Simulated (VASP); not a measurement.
Input of a VASP 6.6.1 run:

POSCAR

```
TaCN
1.0
    3.0232629203      0.0000000000      0.0000000000
    0.0000000000      3.0232629203      0.0000000000
    0.0000000000      0.0000000000      6.9775621186
C Ta N
2 2 2
Direct
    0.0000000000      0.5000000000      0.8778606153
    0.5000000000      0.0000000000      0.1221393847
    0.0000000000      0.5000000000      0.1920807022
    0.5000000000      0.0000000000      0.8079192978
    0.0000000000      0.5000000000      0.6707560013
    0.5000000000      0.0000000000      0.3292439987
```

Contents of INCAR.step1:

```
SYSTEM = TaCN
PREC = Accurate ; ENCUT = 520
ISMEAR = -1 ; SIGMA = 0.1
LREAL = .False. ; LASPH = .True.
NELM = 80 ; NBANDS = 29
GGA = PE ; ALGO = Normal
EDIFF = 1E-4 ; LWAVE = .True.
LCHARG = .False.
```

File INCAR.step2:

```
SYSTEM = TaCN
PREC = Accurate ; ENCUT = 520
EDIFF = 1E-6 ; ISMEAR = -1
SIGMA = 0.1 ; LREAL = .False.
LASPH = .True. ; NELM = 80
ALGO = Normal ; ISIF = 2
LWAVE = .False. ; LCHARG = .False.
METAGGA = R2SCAN ; LMIXTAU = .True.
NBANDS = 29 ; ISTART = 1
```

The input KPOINTS:

```
Automatic mesh
0
Gamma
  9 9 4
  0 0 0
```

Potentials or basis: VASP PAW PBE potentials, release 64 (C, Ta_pv, N).

Run with:

```sh
$ cat potpaw_PBE.64/C/POTCAR potpaw_PBE.64/Ta_pv/POTCAR potpaw_PBE.64/N/POTCAR > POTCAR
$ cp INCAR.step1 INCAR
$ mpirun -np 1 vasp_std > vasp.out
$ cp INCAR.step2 INCAR
$ mpirun -np 1 vasp_std > vasp.out
```

(1) What does it give for the largest force?

(2) Estimate the band gap on the k mesh.

Results:

(1) 0.178 eV/Å.

(2) zero (band 20 reaches 7.30 eV, above the bottom of band 21 at 6.11 eV).

Caveat: the PAW data sets were made with another functional, which shifts forces and pressure a little; spin-orbit coupling is left out, which moves the levels of the heavy elements.
